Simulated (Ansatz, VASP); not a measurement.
**LiCl in VASP and in Ansatz**

```xyz
2
Lattice="0.0000 2.7330 2.7330 2.7330 0.0000 2.7330 2.7330 2.7330 0.0000" Properties=species:S:1:pos:R:3 pbc="T T T"
Li    0.0000    0.0000    0.0000
Cl    1.3665    1.3665    1.3665
```

Alike in both runs: task single point; functional r2SCAN; k mesh 6 × 6 × 6; no spin polarisation.

```csv
,VASP,Ansatz
version,VASP 6.6.1,Ansatz 0.2.0
potentials or method,"VASP PAW PBE potentials, release 64 (Li_sv, Cl)","plane waves, PAW"
plane-wave cutoff (eV),520,500
occupations,"gaussian, width 0.01 eV",fixed
valence electrons in the cell,10,10
```

Ansatz gave:

```
gap on the k mesh at the Fermi level (eV) : 6.71
```

Question: What did VASP give for the same quantities?

Answer: gap on the k mesh at the Fermi level (eV): 6.77.

VASP's potentials were made for PBE, not for r2SCAN.

Noted on VASP's run: the cutoff is short for stress, so the pressure is rough.
